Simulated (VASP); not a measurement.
# Al in VASP: a series of runs, part 2 of 2

VASP 6.6.1.

## 4. Single point, PBEsol

The input, INCAR:

```
PREC     = Accurate       # precision mode
ENCUT    = 520            # plane-wave cutoff, eV
EDIFF    = 1E-6           # SCF threshold, eV
ISMEAR   = -1             # smearing method
SIGMA    = 0.1            # smearing width, eV
LREAL    = False          # projectors in reciprocal space
LASPH    = True           # aspherical terms in the spheres
NELM     = 100            # most SCF steps
ALGO     = Normal         # electronic algorithm
ISIF     = 2              # what is computed and relaxed
LWAVE    = False          # write WAVECAR
LCHARG   = True           # write CHGCAR
GGA      = PS             # functional
LELF     = True           # ELF
LVHAR    = True         
NBANDS   = 10             # bands
```

The input, KPOINTS:

```
regular mesh
0
Gamma
  14 14 7
```

The input, POSCAR:

```
Al
1.0
    2.8124600000     -0.0070311500     -0.0070311500
   -1.4123191500      2.4391755750     -0.0025735750
   -0.0121671250     -0.0121671250      4.8668500000
Al
2
Direct
    0.6666666667      0.3333333333      0.7500000000
    0.3333333333      0.6666666667      0.2500000000
```

Potentials or basis: VASP PAW PBE potentials, release 64 (Al).

Launch:

```
> cat potpaw_PBE.64/Al/POTCAR > POTCAR
> mpirun -np 1 vasp_std > vasp.out
```

OUTCAR:

```text
PREC = Accurate
   ENCUT = 520
   EDIFF = 1E-6
   ISMEAR = -1
   LREAL = False
   LASPH = True
   NELM = 100
   ISIF = 2
   GGA = PS

 ion  position               nearest neighbor table
   1  0.667  0.333  0.750-   2 2.91   2 2.92   2 2.92   2 2.93   2 2.93   2 2.93
   2  0.333  0.667  0.250-   1 2.91   1 2.92   1 2.92   1 2.93   1 2.93   1 2.93

  LATTYP: Found a triclinic cell.
 ALAT       =     2.8063879195
 B/A-ratio  =     1.0021699275
 C/A-ratio  =     1.7342151397
 COS(alpha) =     0.0049936876
 COS(beta)  =     0.0068363030
 COS(gamma) =     0.4967509225

  Lattice vectors:

 A1 = (   1.4001408500,   2.4321444250,  -0.0096047250)
 A2 = (   2.8124600000,  -0.0070311500,  -0.0070311500)
 A3 = (   0.0121671250,   0.0121671250,  -4.8668500000)

Analysis of symmetry for initial positions (statically):
=====================================================================
 Subroutine PRICEL returns:
 Original cell was already a primitive cell.

 Routine SETGRP: Setting up the symmetry group for a
 triclinic supercell.

 Subroutine GETGRP returns: Found  2 space group operations
 (whereof  2 operations were pure point group operations)
[... 173 lines left out ...]
      1      -3.2207      2.00000
      2       2.7826      2.00000
      3       3.0107      2.00000
      4      18.9736      0.00000
      5      19.2025      0.00000
      6      19.3198      0.00000
      7      19.4067      0.00000
      8      19.5487      0.00000
      9      20.2054      0.00000
     10      22.5520      0.00000
[... 287 lines left out ...]
 k-point    24 :       0.0714    0.1429   -0.0000
  band No.  band energies     occupation
      1      -2.3298      2.00000
      2       3.6469      2.00000
      3       3.8488      2.00000
      4      12.9388      0.00000
      5      14.5659      0.00000
      6      18.0986      0.00000
      7      18.6103      0.00000
      8      19.0873      0.00000
      9      19.7879      0.00000
     10      20.6672      0.00000

 [... further k-points ...]

------------------------ aborting loop because EDIFF is reached ----------------------------------------

  FORCE on cell =-STRESS in cart. coord.  units (eV):
  Direction    XX          YY          ZZ          XY          YZ          ZX
  --------------------------------------------------------------------------------------
  -------------------------------------------------------------------------------------
  Total       -0.1311877     -0.1302107     -0.5390713      0.0529369      0.0157098      0.0158988
  in kB       -6.3046465     -6.2576949    -25.9068136      2.5440526      0.7549863      0.7640665
  external PRESSURE =     -12.8230517 kB  Pullay stress =       0.0000000 kB

 VOLUME and BASIS-vectors are now :
 -----------------------------------------------------------------------------
  energy-cutoff  :      520.00
  volume of cell :       33.34
      direct lattice vectors                 reciprocal lattice vectors
     2.812460000 -0.007031150 -0.007031150     0.356079569  0.206176881  0.001405641
    -1.412319150  2.439175575 -0.002573575     0.001029001  0.410571480  0.001029001
    -0.012167125 -0.012167125  4.866850000     0.000514973  0.000514973  0.205474287

 POSITION                                       TOTAL-FORCE (eV/Angst)
 -----------------------------------------------------------------------------------
      1.39507      0.79925      3.64459        -0.000654     -0.000034     -0.000180
     -0.00710      1.62073      1.21265         0.000654      0.000034      0.000180
 -----------------------------------------------------------------------------------
    total drift:                                0.000000     -0.000000     -0.000000

  FREE ENERGIE OF THE ION-ELECTRON SYSTEM (eV)
  ---------------------------------------------------
  free  energy   TOTEN  =        -8.1231343043 eV

  energy  without entropy=       -8.0992142676  energy(sigma->0) =       -8.11117429
```

OSZICAR:

```text
N       E                     dE             d eps       ncg     rms          rms(c)
DAV:   1    -0.769323967119E+00   -0.76932E+00   -0.23183E+03 13760   0.473E+02
DAV:   2    -0.801650035500E+01   -0.72472E+01   -0.69520E+01 18188   0.539E+01
DAV:   3    -0.818088808738E+01   -0.16439E+00   -0.16244E+00 17912   0.653E+00
DAV:   4    -0.818161003228E+01   -0.72194E-03   -0.72183E-03 16316   0.483E-01
DAV:   5    -0.818161579126E+01   -0.57590E-05   -0.57585E-05 16522   0.450E-02    0.193E+00
DAV:   6    -0.814649422231E+01    0.35122E-01   -0.47052E-03 15312   0.323E-01    0.109E+00
DAV:   7    -0.812329041201E+01    0.23204E-01   -0.11700E-02 14626   0.492E-01    0.192E-01
DAV:   8    -0.812313684181E+01    0.15357E-03   -0.14612E-04 19514   0.674E-02    0.157E-02
DAV:   9    -0.812313503512E+01    0.18067E-05   -0.12088E-06 14964   0.606E-03    0.233E-03
DAV:  10    -0.812313430432E+01    0.73080E-06   -0.65754E-08  8874   0.121E-03
   1 F= -.81231343E+01 E0= -.81111743E+01  d E =-.239200E-01
```

Wall time 2.3 min (1 thread of Intel Xeon Platinum 8259CL at 2.50GHz (Skylake/Cascade Lake), shared host); peak memory 0.3 GiB.

Results:

* Free energy: -8.1231 eV
* Pressure: -1.3 GPa
* Band gap on the k mesh: zero (bands 3 and 4 overlap by 5.39 eV)

Caveat: the PAW data sets were made with another functional, which shifts forces and pressure a little.

## 5. The runs side by side

```tsv
cell	gap on the mesh (eV)	pressure (GPa)
a = 2.812, b = 2.812, c = 4.867 Å, angles 90.0, 90.0, 120.0°, 2 atoms	none	-1.3
a = 2.813, b = 2.825, c = 4.867 Å, angles 90.2, 90.6, 120.4°, 2 atoms	none	-1.3
a = 2.812, b = 2.819, c = 4.867 Å, angles 90.1, 90.3, 120.2°, 2 atoms	none	-1.3
```

Alike in all rows: task single point; level PBEsol; potentials or basis VASP PAW PBE potentials, release 64 (Al); no spin polarisation; k mesh 14 × 14 × 7; cutoff (eV) 520; smearing fermi-dirac 0.1 eV.

Caveats: the PAW data sets were made with another functional, which shifts forces and pressure a little.

Absolute energies hang on the potentials; compare differences alone.
